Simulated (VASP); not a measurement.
# TiB in VASP: notebook

The runs below take TiB through single point, with r2SCAN.

Program: VASP 6.6.1. These are calculated values, not measurements. Logs are shortened: lines on timing, memory, paths and dates and some standing lists are left out, and cuts for length are marked.

### Step 1. The cell of the first run

Symmetry: I-4m2, No. 119, tetragonal system. The conventional cell has a = 3.433 Å, b = 3.433 Å, c = 5.195 Å, α = 90.00°, β = 90.00°, γ = 90.00°. Within 2.8 Å of Ti (site symmetry -4m2) lie 4 B at 2.15 Å. Within 2.8 Å of B (site symmetry -4m2) lie 4 Ti at 2.15 Å.

### Step 2. Single point, r2SCAN (biaxial strain in the a-b plane: -2.0 %, then relaxed in part)

The input, POSCAR:

```
TiB
1.0
    2.4271863134      2.4271863134      0.0000000000
   -2.4271863134      2.4271863134      0.0000000000
    0.0000000000      0.0000000000      5.1948794198
Ti B
2 2
Direct
    0.5000000000      0.0000000000      0.2500000000
    0.0000000000      0.5000000000      0.7500000000
    0.0000000000      0.0000000000      0.0000000000
    0.5000000000      0.5000000000      0.5000000000
```

The input, INCAR.step1:

```
SYSTEM = TiB
ALGO = Normal
EDIFF = 1E-4
ENCUT = 520
GGA = PE
ISMEAR = 0
LASPH = .TRUE.
LCHARG = .FALSE.
LREAL = .FALSE.
LWAVE = .TRUE.
NBANDS = 23
NELM = 100
PREC = Accurate
SIGMA = 0.1
```

The input, INCAR.step2:

```
SYSTEM = TiB
ALGO = Normal
EDIFF = 1E-6
ENCUT = 520
ISIF = 2
ISMEAR = 0
ISTART = 1
LASPH = .TRUE.
LCHARG = .FALSE.
LMIXTAU = .TRUE.
LREAL = .FALSE.
LWAVE = .FALSE.
METAGGA = R2SCAN
NBANDS = 23
NELM = 100
PREC = Accurate
SIGMA = 0.1
```

The input, KPOINTS:

```
k-points
0
G
  16 16 10
  0 0 0
```

Potentials or basis: VASP PAW PBE potentials, release 64 (Ti_sv, B).

The run is started by

```bash
cat potpaw_PBE.64/Ti_sv/POTCAR potpaw_PBE.64/B/POTCAR > POTCAR
cp INCAR.step1 INCAR
mpirun -np 1 vasp_std > vasp.out
cp INCAR.step2 INCAR
mpirun -np 1 vasp_std > vasp.out
```

OUTCAR:

```text
SYSTEM = TiB
   EDIFF = 1E-6
   ENCUT = 520
   ISIF = 2
   ISMEAR = 0
   ISTART = 1
   LASPH = .TRUE.
   LREAL = .FALSE.
   METAGGA = R2SCAN
   NELM = 100
   PREC = Accurate

 ion  position               nearest neighbor table
   1  0.500  0.000  0.250-   3 2.15   4 2.15   4 2.15   3 2.15
   2  0.000  0.500  0.750-   3 2.15   4 2.15   3 2.15   4 2.15
   3  0.000  0.000  0.000-   1 2.15   2 2.15   2 2.15   1 2.15
   4  0.500  0.500  0.500-   1 2.15   2 2.15   1 2.15   2 2.15

  LATTYP: Found a simple tetragonal cell.
 ALAT       =     3.4325598028
 C/A-ratio  =     1.5134126478

  Lattice vectors:

 A1 = (   2.4271863134,   2.4271863134,   0.0000000000)
 A2 = (  -2.4271863134,   2.4271863134,   0.0000000000)
 A3 = (   0.0000000000,   0.0000000000,   5.1948794198)

Analysis of symmetry for initial positions (statically):
=====================================================================
 Subroutine PRICEL returns following result:

  LATTYP: Found a body centered tetragonal cell.
 ALAT       =     3.4325598028
 C/A-ratio  =     1.5134126478

  Lattice vectors:

 A1 = (   2.4271863134,   0.0000000000,  -2.5974397099)
 A2 = (  -2.4271863134,   0.0000000000,  -2.5974397099)
 A3 = (   0.0000000000,   2.4271863134,   2.5974397099)

   2 primitive cells build up your supercell.

 Routine SETGRP: Setting up the symmetry group for a
 simple tetragonal supercell.

 Subroutine GETGRP returns: Found  8 space group operations
 (whereof  8 operations were pure point group operations)
 out of a pool of 16 trial point group operations.

The static configuration has the point symmetry D_2d.

Analysis of symmetry for dynamics (positions and initial velocities):
=====================================================================
 Subroutine PRICEL returns following result:

  LATTYP: Found a body centered tetragonal cell.
 ALAT       =     3.4325598028
 C/A-ratio  =     1.5134126478

  Lattice vectors:

 A1 = (   2.4271863134,   0.0000000000,  -2.5974397099)
 A2 = (  -2.4271863134,   0.0000000000,  -2.5974397099)
 A3 = (   0.0000000000,   2.4271863134,   2.5974397099)

   2 primitive cells build up your supercell.

 Routine SETGRP: Setting up the symmetry group for a
 simple tetragonal supercell.

 Subroutine GETGRP returns: Found  8 space group operations
 (whereof  8 operations were pure point group operations)
[... 86 lines left out ...]
   total plane-waves  NPLWV =  31360
   dimension x,y,z NGX =    28 NGY =   28 NGZ =   40
   dimension x,y,z NGXF=    56 NGYF=   56 NGZF=   80
   ions per type =               2   2
   NGX,Y,Z   is equivalent  to a cutoff of  13.56, 13.56, 12.80 a.u.
   NGXF,Y,Z  is equivalent  to a cutoff of  27.12, 27.12, 25.60 a.u.
 SYSTEM =  TiB
   PREC   = accura    normal or accurate (medium, high low for compatibility)
   ISTART =      1    job   : 0-new  1-cont  2-samecut
   ICHARG =      0    charge: 1-file 2-atom 10-const
   ISPIN  =      1    spin polarized calculation?
   LNONCOLLINEAR =      F non collinear calculations
   LSORBIT =      F    spin-orbit coupling
   LASPH  =      T    aspherical Exc in radial PAW
   ENCUT  =  520.0 eV  38.22 Ry    6.18 a.u.   6.38  6.38  9.66*2*pi/ulx,y,z
   NELM   =    100;   NELMIN=  2; NELMDL=  0     # of ELM steps
   EDIFF  = 0.1E-05   stopping-criterion for ELM
   LREAL  =      F    real-space projection
[... 7 lines left out ...]
   TEBEG  =    0.0;   TEEND  =   0.0 temperature during run
   PSTRESS=    0.0 pullay stress
   NELECT =      30.0000    total number of electrons
   NUPDOWN=      -1.0000    fix difference up-down
   EMIN   =  10.00;   EMAX   =-10.00  energy-range for DOS
   EFERMI =   0.00;   METHOD = LEGACY
   ISMEAR =     0;   SIGMA  =   0.10  broadening in eV -4-tet -1-fermi 0-gaus
   EFERMI_NEDOS =   21; number of points for ismear=-14 and -15
   IALGO  =     38    algorithm
   IMIX   =      4    mixing-type and parameters
     AMIX     =   0.40;   BMIX     =  1.00
     AMIX_MAG =   1.60;   BMIX_MAG =  1.00
  volume/ion in A,a.u.               =      15.30       103.26
  Fermi-wavevector in a.u.,A,eV,Ry     =   1.290758  2.439178 22.668056  1.666055
  Thomas-Fermi vector in A             =   2.422569
   LORBIT       =      0    0 simple, 1 ext, 2 COOP (PROOUT), +10 PAW based schemes
   METAGGA = R2SCAN    functional components
   LHFCALC =     F    Hartree Fock is set to
   AEXX    =    0.0000 exact exchange contribution
   IVDW    =     0    specifies the selected vdW correction
   LEPSILON=     F    determine dielectric tensor
   LRPA    =     F    only Hartree local field effects (RPA)
 non-spin polarized calculation
 Gauss-broadening in eV      SIGMA  =   0.10
  energy-cutoff  :      520.00
  volume of cell :       61.21
 maximum number of plane-waves:      1669
 NGX is ok and might be reduce to    28
   NGX = 13   NGY = 13   NGZ = 19

 number of electron      30.0000001 magnetization

 Free energy of the ion-electron system (eV)
  ---------------------------------------------------
  ext. energy  EPLUGINS =         0.00000000
  ---------------------------------------------------
  free energy    TOTEN  =       -37.85861630 eV

  energy without entropy =      -37.84120598  energy(sigma->0) =      -37.84991114

 E-fermi :   4.6080     XC(G=0): -11.0329

 val. band max:        4.5993111371   @ k =   0.1250   0.0625   0.4000
 cond. band min:       4.6087769130   @ k =   0.5000   0.5000   0.3000
 fundamental gap:      0.0094657760
 Fermi energy:         4.6080470203

 k-point     1 :       0.0000    0.0000    0.0000
  band No.  band energies     occupation
      1     -53.8712      2.00000
      2     -53.8569      2.00000
      3     -29.1668      2.00000
      4     -29.0862      2.00000
      5     -29.0862      2.00000
      6     -29.0466      2.00000
[... 613 lines left out ...]
     22       8.5832      0.00000
     23       9.5611      0.00000

 [... further k-points ...]
[... 5 lines left out ...]
  --------------------------------------------------------------------------------------
  -------------------------------------------------------------------------------------
  Total       -0.4687251     -0.4687251      0.0975234      0.0000000      0.0000000     -0.0000000
  in kB      -12.2692241    -12.2692241      2.5527473      0.0000000      0.0000000     -0.0000000
  external PRESSURE =      -7.3285670 kB  Pullay stress =       0.0000000 kB

 VOLUME and BASIS-vectors are now :
 -----------------------------------------------------------------------------
  energy-cutoff  :      520.00
  volume of cell :       61.21
      direct lattice vectors                 reciprocal lattice vectors
     2.427186313  2.427186313  0.000000000     0.205999843  0.205999843  0.000000000
    -2.427186313  2.427186313  0.000000000    -0.205999843  0.205999843  0.000000000
     0.000000000  0.000000000  5.194879420     0.000000000  0.000000000  0.192497250

 POSITION                                       TOTAL-FORCE (eV/Angst)
 -----------------------------------------------------------------------------------
      1.21359      1.21359      1.29872        -0.000000      0.000000     -0.000000
     -1.21359      1.21359      3.89616         0.000000      0.000000      0.000000
      0.00000      0.00000      0.00000         0.000000     -0.000000     -0.000000
      0.00000      2.42719      2.59744        -0.000000     -0.000000     -0.000000
 -----------------------------------------------------------------------------------
    total drift:                                0.000000      0.000000      0.000000

  FREE ENERGIE OF THE ION-ELECTRON SYSTEM (eV)
  ---------------------------------------------------
  free  energy   TOTEN  =       -37.8586162973 eV

  energy  without entropy=      -37.8412059807  energy(sigma->0) =      -37.84991114
```

It took 18 min on 1 thread of Intel Xeon 6975P-C (Granite Rapids), shared host; peak memory 0.43 GiB.

What came out:

```
Free energy            : -37.8586 eV
Pressure               : -0.7 GPa
Band gap on the k mesh : zero (band 15 reaches 5.47 eV, above the bottom of band 16 at 4.13 eV)
```

Levels at points of the mesh, in eV from the Fermi level:
| k point | band 12 | band 13 | band 14 | band 15 | band 16 | band 17 | band 18 | band 19 |
| --- | --- | --- | --- | --- | --- | --- | --- | --- |
| (0.00, 0.00, 0.00) | -1.17 | -0.98 | -0.98 | 0.54 | 1.05 | 1.05 | 2.21 | 2.62 |
| (0.50, 0.00, 0.00) | -1.97 | -1.20 | -1.20 | -0.09 | -0.09 | 2.10 | 2.10 | 3.05 |
| (0.50, 0.50, 0.00) | -2.81 | 0.55 | 0.55 | 0.86 | 0.86 | 0.95 | 0.95 | 3.08 |
| (0.00, 0.00, 0.50) | -1.99 | -0.27 | -0.27 | -0.27 | -0.27 | 1.20 | 1.20 | 2.90 |
| (0.50, 0.00, 0.50) | -2.40 | -0.77 | -0.77 | -0.35 | -0.35 | 2.73 | 2.73 | 2.80 |
| (0.50, 0.50, 0.50) | -1.98 | -0.60 | -0.60 | 0.45 | 0.45 | 0.98 | 0.98 | 2.57 |

Caveat: the cell differs from its parent crystal (biaxial strain in the a-b plane: -2.0 %, then relaxed in part); the PAW data sets were made with another functional, which shifts forces and pressure a little.

### Step 3. Single point, r2SCAN (equal strain along all axes, cell held: -2.0 %)

Edit POSCAR of step 2 so:

```diff
@@ -4,3 +4,3 @@
    -2.4271863134      2.4271863134      0.0000000000
-    0.0000000000      0.0000000000      5.1948794198
+    0.0000000000      0.0000000000      4.8543726268
 Ti B
```

The input, INCAR.step1:

```
SYSTEM = TiB
PREC = Accurate
ENCUT = 520
ISMEAR = 0
SIGMA = 0.1
LREAL = .FALSE.
LASPH = .TRUE.
NELM = 80
NBANDS = 23
GGA = PE
ALGO = Normal
EDIFF = 1E-4
LWAVE = .TRUE.
LCHARG = .FALSE.
```

The input, INCAR.step2:

```
SYSTEM = TiB
PREC = Accurate
ENCUT = 520
EDIFF = 1E-6
ISMEAR = 0
SIGMA = 0.1
LREAL = .FALSE.
LASPH = .TRUE.
NELM = 80
ALGO = Normal
ISIF = 2
LWAVE = .FALSE.
LCHARG = .TRUE.
METAGGA = R2SCAN
LMIXTAU = .TRUE.
LELF = .TRUE.
LVHAR = .TRUE.
NBANDS = 23
ISTART = 1
```

The input, KPOINTS:

```
regular mesh
0
G
  16 16 10
  0 0 0
```

Potentials or basis: VASP PAW PBE potentials, release 64 (Ti_sv, B).

The run is started by

```bash
cat potpaw_PBE.64/Ti_sv/POTCAR potpaw_PBE.64/B/POTCAR > POTCAR
cp INCAR.step1 INCAR
mpirun -np 1 vasp_std > vasp.out
cp INCAR.step2 INCAR
mpirun -np 1 vasp_std > vasp.out
```

Wall time 15 min (1 thread of Intel Xeon Platinum 8259CL at 2.50GHz (Skylake/Cascade Lake), shared host); peak memory 0.41 GiB.

The run converged. Its results:

* Free energy: -37.7585 eV
* Pressure: 7.4 GPa
* Band gap on the k mesh: zero (band 15 reaches 6.07 eV, above the bottom of band 16 at 4.50 eV)

Levels at points of the mesh, in eV from the Fermi level:
| k point | band 13 | band 14 | band 15 | band 16 | band 17 | band 18 |
| --- | --- | --- | --- | --- | --- | --- |
| (0.00, 0.00, 0.00) | -1.15 | -1.15 | 0.82 | 0.95 | 0.95 | 2.61 |
| (0.50, 0.00, 0.00) | -1.15 | -1.15 | -0.27 | -0.27 | 2.18 | 2.18 |
| (0.50, 0.50, 0.00) | 0.82 | 0.82 | 0.95 | 0.95 | 0.95 | 0.95 |
| (0.00, 0.00, 0.50) | -0.43 | -0.43 | -0.43 | -0.43 | 1.49 | 1.49 |
| (0.50, 0.00, 0.50) | -0.62 | -0.62 | -0.62 | -0.62 | 3.03 | 3.03 |
| (0.50, 0.50, 0.50) | -0.34 | -0.34 | 0.58 | 0.58 | 1.04 | 1.04 |

Caveat: the cell differs from its parent crystal (equal strain along all axes, cell held: -2.0 %); the PAW data sets were made with another functional, which shifts forces and pressure a little.
